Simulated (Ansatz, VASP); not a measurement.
**Tl: VASP beside Ansatz**

File INCAR:

```
ALGO = Normal
EDIFF = 1E-7
ENCUT = 520
GGA = PE
ISIF = 2
ISMEAR = -1
LASPH = T
LCHARG = F
LREAL = F
LWAVE = F
NBANDS = 12
NELM = 100
PREC = Accurate
SIGMA = 0.08
```

Contents of KPOINTS:

```
k-points
0
Gamma
  12 12 12
```

The input POSCAR:

```
Tl
1.0
    3.0185211111      0.0000000000      0.0000000000
    0.0000000000      3.0185211111      0.0000000000
    0.0000000000      0.0000000000      3.0185211111
Tl
1
Direct
    0.0000000000      0.0000000000      0.0000000000
```

Input for Ansatz:

```yaml
crystal:
  lattice:
    - [3.0185211111, 0.0, 0.0]
    - [0.0, 3.0185211111, 0.0]
    - [0.0, 0.0, 3.0185211111]
  atoms:
    - { symbol: Tl, position: [0.0, 0.0, 0.0] }
kpoints:
  mp_grid: { grid: [12, 12, 12] }
scf:
  occupations: { method: fermi_dirac, width: 0.08 }
hamiltonian:
  xc: pbe
  pseudopotentials: { kind: all_electron, lapw: { basis_error: 0.001 } }
output:
  forces: true
  stress: true
  eigenvalues: true
  populations: true
```

Change from the starting cell: volume scaled by 0.8, LAPW.

Alike in both runs: task single point; functional PBE; k mesh 12 × 12 × 12; occupations fermi-dirac, width 0.08 eV; no spin polarisation.

|  | VASP | Ansatz |
| --- | --- | --- |
| version | VASP 6.6.1 | Ansatz 0.2.0 |
| potentials or method | VASP PAW PBE potentials, release 64 (Tl_d), cutoff 520 eV | all-electron LAPW, scalar-relativistic |

Ansatz gave:

| Quantity | Value |
| --- | --- |
| pressure (GPa) | 8.8 |

Problem. Which values does VASP return?

Solution. Pressure (GPa): 8.7.

Ansatz ran all-electron here, and VASP with PAW potentials.

Spin-orbit coupling is off throughout.
